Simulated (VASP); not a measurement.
# TiTe2 in VASP: further runs

The runs below take TiTe2 through relaxation of shape and atoms at fixed volume, single point, with PBEsol.

Program: VASP 6.6.1. These are calculated values, not measurements. Logs are shortened: lines on timing, memory, paths and dates and some standing lists are left out, and cuts for length are marked.

## (1) The cell of the first run

The structure is trigonal, space group P-3m1 (No. 164). The conventional cell has a = 3.756 Å, b = 3.756 Å, c = 6.614 Å, α = 90.00°, β = 90.00°, γ = 120.00°. Ti (site symmetry -3m) has 6 Te at 2.78 Å within 3.7 Å. Te (site symmetry 3m) has 3 Ti at 2.78 Å within 3.7 Å.

## (2) Relaxation of shape and atoms at fixed volume, PBEsol (volume scaled by 1.06)

INCAR reads:

```
  ALGO = Normal
  EDIFF = 1E-6
  EDIFFG = -0.01
  ENCUT = 600
  GGA = PS
  IBRION = 2
  ISIF = 4
  ISMEAR = 0
  LASPH = True
  LCHARG = False
  LREAL = False
  LWAVE = False
  NELM = 100
  NSW = 50
  PREC = Accurate
  SIGMA = 0.1
```

KPOINTS reads:

```
k-points
0
Gamma
  12 12 8
```

POSCAR reads:

```
TiTe2
1.0
    3.7561942025      0.0000000000      0.0000000000
   -1.8780971013      3.2529596009      0.0000000000
    0.0000000000      0.0000000000      6.6144243728
Ti Te
1 2
Direct
    0.0000000000      0.0000000000      0.0000000000
    0.6666666667      0.3333333333      0.2626192097
    0.3333333333      0.6666666667      0.7373807903
```

Potentials or basis: VASP PAW PBE potentials, release 64 (Ti_sv, Te).

Started as:

```bash
$ cat potpaw_PBE.64/Ti_sv/POTCAR potpaw_PBE.64/Te/POTCAR > POTCAR
$ mpirun -np 1 vasp_std > vasp.out
```

OUTCAR:

```text
EDIFF = 1E-6
   EDIFFG = -0.01
   ENCUT = 600
   GGA = PS
   IBRION = 2
   ISIF = 4
   ISMEAR = 0
   LASPH = True
   LREAL = False
   NELM = 100
   NSW = 50
   PREC = Accurate

 ion  position               nearest neighbor table
   1  0.000  0.000  0.000-   2 2.78   3 2.78   2 2.78   3 2.78   2 2.78   3 2.78
   2  0.667  0.333  0.263-   1 2.78   1 2.78   1 2.78
   3  0.333  0.667  0.737-   1 2.78   1 2.78   1 2.78

  LATTYP: Found a hexagonal cell.
 ALAT       =     3.7561942025
 C/A-ratio  =     1.7609378047

  Lattice vectors:

 A1 = (   3.7561942025,   0.0000000000,   0.0000000000)
 A2 = (  -1.8780971013,   3.2529596009,   0.0000000000)
 A3 = (   0.0000000000,   0.0000000000,   6.6144243728)

Analysis of symmetry for initial positions (statically):
=====================================================================
 Subroutine PRICEL returns:
 Original cell was already a primitive cell.

 Routine SETGRP: Setting up the symmetry group for a
 hexagonal supercell.

 Subroutine GETGRP returns: Found 12 space group operations
 (whereof 12 operations were pure point group operations)
 out of a pool of 24 trial point group operations.

The static configuration has the point symmetry D_3d.

Analysis of symmetry for dynamics (positions and initial velocities):
=====================================================================
 Subroutine PRICEL returns:
 Original cell was already a primitive cell.

 Routine SETGRP: Setting up the symmetry group for a
 hexagonal supercell.

 Subroutine GETGRP returns: Found 12 space group operations
 (whereof 12 operations were pure point group operations)
 out of a pool of 24 trial point group operations.

The dynamic configuration has the point symmetry D_3d.

 Subroutine INISYM returns: Found 12 space group operations
 (whereof 12 operations are pure point group operations),
 and found     1 'primitive' translations

----------------------------------------------------------------------------------------

                                     Primitive cell

  volume of cell :      80.8200

  direct lattice vectors                    reciprocal lattice vectors
     3.756194203  0.000000000  0.000000000     0.266226916  0.153706182  0.000000000
    -1.878097101  3.252959601  0.000000000     0.000000000  0.307412364  0.000000000
     0.000000000  0.000000000  6.614424373     0.000000000  0.000000000  0.151184736

  length of vectors
     3.756194203  3.756194203  6.614424373     0.307412364  0.307412364  0.151184736
[... 89 lines left out ...]
   ISIF   =      4    stress and relaxation
   ISYM   =      2    0-nonsym 1-usesym 2-fastsym
   POTIM  = 0.5000    time-step for ionic-motion
   TEBEG  =    0.0;   TEEND  =   0.0 temperature during run
   PSTRESS=    0.0 pullay stress
   NELECT =      24.0000    total number of electrons
   NUPDOWN=      -1.0000    fix difference up-down
   EMIN   =  10.00;   EMAX   =-10.00  energy-range for DOS
   EFERMI =   0.00;   METHOD = LEGACY
   ISMEAR =     0;   SIGMA  =   0.10  broadening in eV -4-tet -1-fermi 0-gaus
   EFERMI_NEDOS =   21; number of points for ismear=-14 and -15
   IALGO  =     38    algorithm
   IMIX   =      4    mixing-type and parameters
     AMIX     =   0.40;   BMIX     =  1.00
     AMIX_MAG =   1.60;   BMIX_MAG =  1.00
  volume/ion in A,a.u.               =      26.94       181.80
  Fermi-wavevector in a.u.,A,eV,Ry     =   1.092209  2.063975 16.230662  1.192920
  Thomas-Fermi vector in A             =   2.228470
   LORBIT       =      0    0 simple, 1 ext, 2 COOP (PROOUT), +10 PAW based schemes
   GGA     = PS    functional components
   LHFCALC =     F    Hartree Fock is set to
   AEXX    =    0.0000 exact exchange contribution
   IVDW    =     0    specifies the selected vdW correction
   LEPSILON=     F    determine dielectric tensor
   LRPA    =     F    only Hartree local field effects (RPA)
 conjugate gradient relaxation of ions
 non-spin polarized calculation
 Gauss-broadening in eV      SIGMA  =   0.10
  energy-cutoff  :      600.00
  volume of cell :       80.82
 maximum number of plane-waves:      2732
 NGX is ok and might be reduce to    30
   NGX = 15   NGY = 15   NGZ = 27

--------------------------------------- Ionic step        1  -------------------------------------------

 number of electron      24.0000003 magnetization

 Free energy of the ion-electron system (eV)
  ---------------------------------------------------
  ext. energy  EPLUGINS =         0.00000000
  ---------------------------------------------------
  free energy    TOTEN  =       -17.51091799 eV

  energy without entropy =      -17.50496164  energy(sigma->0) =      -17.50793981

------------------------ aborting loop because EDIFF is reached ----------------------------------------

  FORCE on cell =-STRESS in cart. coord.  units (eV):
  Direction    XX          YY          ZZ          XY          YZ          ZX
  --------------------------------------------------------------------------------------
  -------------------------------------------------------------------------------------
  Total       -1.3296690     -1.3296690     -1.3845954      0.0000000     -0.0000000      0.0000000
  in kB      -26.3593909    -26.3593909    -27.4482525      0.0000000     -0.0000000      0.0000000
  external PRESSURE =     -26.7223448 kB  Pullay stress =       0.0000000 kB
[... 172 lines left out ...]
--------------------------------------- Ionic step        6  -------------------------------------------

 number of electron      24.0000000 magnetization

 Free energy of the ion-electron system (eV)
  ---------------------------------------------------
  ext. energy  EPLUGINS =         0.00000000
  ---------------------------------------------------
  free energy    TOTEN  =       -17.51896906 eV

  energy without entropy =      -17.51319722  energy(sigma->0) =      -17.51608314

 E-fermi :   6.5952     XC(G=0):  -9.9484

 val. band max:        6.5912532593   @ k =   0.0000   0.4167   0.2500
 cond. band min:       6.6080821366   @ k =   0.0000   0.0833   0.1250
 fundamental gap:      0.0168288773
 Fermi energy:         6.5951809814

 k-point     1 :       0.0000    0.0000    0.0000
  band No.  band energies     occupation
      1     -50.6033      2.00000
      2     -26.9626      2.00000
      3     -26.9626      2.00000
      4     -26.9283      2.00000
      5      -5.8271      2.00000
      6      -4.4791      2.00000
[... 433 lines left out ...]
      3     -26.9654      2.00000
      4     -26.9255      2.00000
      5      -5.4785      2.00000
      6      -4.3665      2.00000
[... 8 lines left out ...]
     15       7.9403      0.00000
     16       9.2815      0.00000

 [... further k-points ...]
[... 5 lines left out ...]
  --------------------------------------------------------------------------------------
  -------------------------------------------------------------------------------------
  Total       -0.7591305     -0.7591305     -0.7700848      0.0000000      0.0000000      0.0000000
  in kB      -15.0490212    -15.0490212    -15.2661805      0.0000000      0.0000000      0.0000000
  external PRESSURE =     -15.1214076 kB  Pullay stress =       0.0000000 kB
[... 18 lines left out ...]
  FREE ENERGIE OF THE ION-ELECTRON SYSTEM (eV)
  ---------------------------------------------------
  free  energy   TOTEN  =       -17.5189690621 eV

  energy  without entropy=      -17.5131972224  energy(sigma->0) =      -17.51608314

 reached required accuracy - stopping structural energy minimisation
```

Run time: 6.4 min. Hardware: 1 thread of Intel Xeon 6975P-C (Granite Rapids), shared host; peak memory 0.37 GiB.

Results:

```yaml
Free_energy: -17.5190 eV
Energy_gained_by_relaxing: 2.7 meV/atom
Ionic_steps: 6
Pressure_after_relaxing: -1.5 GPa
Largest_force_after_relaxing: 0.004 eV/Å
Band_gap_on_the_k_mesh: zero (band 12 reaches 7.01 eV, above the bottom of band 13 at 6.26 eV)
```

Forces on the atoms (eV/Å):
```
Ti   0.000  0.000  0.000
Te   0.000  0.000 -0.004
Te   0.000  0.000  0.004
```

Step by step:
| step | energy change (eV) | largest force (eV/Å) | pressure (GPa) | volume (Å³) |
| --- | --- | --- | --- | --- |
| 1 | 0.0000 | 0.2328 | -2.67 | 80.82 |
| 2 | -0.0041 | 0.1316 | -2.30 | 80.82 |
| 3 | -0.0058 | 0.0131 | -1.85 | 80.82 |
| 4 | -0.0070 | 0.0098 | -1.74 | 80.82 |
| 5 | -0.0080 | 0.0059 | -1.59 | 80.82 |
| 6 | -0.0081 | 0.0045 | -1.51 | 80.82 |

Final structure:
```cif
data_structure
_symmetry_space_group_name_H-M 'P 1'
_symmetry_Int_Tables_number 1
_cell_length_a 3.7336
_cell_length_b 3.7336
_cell_length_c 6.6946
_cell_angle_alpha 90.000
_cell_angle_beta 90.000
_cell_angle_gamma 120.000
_cell_volume 80.82
loop_
_atom_site_label
_atom_site_type_symbol
_atom_site_fract_x
_atom_site_fract_y
_atom_site_fract_z
_atom_site_occupancy
Ti1 Ti 0.00000 0.00000 0.00000 1
Te1 Te 0.66667 0.33333 0.25729 1
Te2 Te 0.33333 0.66667 0.74271 1
```

Caveat: the cell differs from its parent crystal (volume scaled by 1.06); the PAW data sets were made with another functional, which shifts forces and pressure a little; spin-orbit coupling is left out, which moves the levels of the heavy elements; this functional lacks dispersion, which binds the layers, so the pressure and a relaxed spacing across them are unreliable.

## (3) Single point, PBEsol (one atom moved)

INCAR reads:

```
ALGO = Normal
EDIFF = 1E-6
ENCUT = 520
GGA = PS
ISIF = 2
ISMEAR = 0
LASPH = True
LCHARG = False
LREAL = False
LWAVE = False
NBANDS = 19
NELM = 60
PREC = Accurate
SIGMA = 0.1
```

KPOINTS reads:

```
k-points
0
Gamma
  12 12 6
```

POSCAR reads:

```
TiTe2
1.0
    3.7770008876      0.0000000000      0.0000000000
   -1.8885004438      3.2709787188      0.0000000000
    0.0000000000      0.0000000000      6.4980000000
Ti Te
1 2
Direct
    0.0000000000      0.0000000000      0.0000000000
    0.6666666667      0.3333333333      0.2858840259
    0.3333333333      0.6666666667      0.7372000000
```

Potentials or basis: VASP PAW PBE potentials, release 64 (Ti_sv, Te).

Started as:

```bash
$ cat potpaw_PBE.64/Ti_sv/POTCAR potpaw_PBE.64/Te/POTCAR > POTCAR
$ mpirun -np 1 vasp_std > vasp.out
```

It took 1.8 min on 1 thread of AMD EPYC 7R43 (Zen 3), shared host; peak memory 0.26 GiB.

It converged, with:

| Property | Result |
| --- | --- |
| Free energy | -17.4274 eV |
| Pressure | -4.4 GPa |
| Largest force | 1.066 eV/Å |
| Band gap on the k mesh | zero (band 12 reaches 7.16 eV, above the bottom of band 13 at 6.42 eV) |

Forces on the atoms (eV/Å):
```
Ti   0.000  0.000  0.703
Te   0.000  0.000 -1.066
Te   0.000  0.000  0.362
```

Stress tensor (GPa, compression positive):
```
-4.05  0.00  0.00
 0.00 -4.05  0.00
 0.00  0.00 -5.03
```

Levels at points of the mesh, in eV from the Fermi level:
```csv
k point,band 10,band 11,band 12,band 13,band 14,band 15
"(0.00, 0.00, 0.00)",0.15,0.42,0.42,0.72,1.13,1.13
"(0.50, 0.00, 0.00)",-2.36,-1.64,-1.10,-0.05,1.15,1.47
"(0.00, 0.00, 0.50)",-1.41,0.41,0.41,0.72,0.72,0.93
"(0.50, 0.00, 0.50)",-1.98,-0.93,-0.43,-0.31,1.15,1.46
```

Caveat: the cell differs from its parent crystal (one atom moved); the PAW data sets were made with another functional, which shifts forces and pressure a little; spin-orbit coupling is left out, which moves the levels of the heavy elements; this functional lacks dispersion, which binds the layers, so the pressure and a relaxed spacing across them are unreliable.
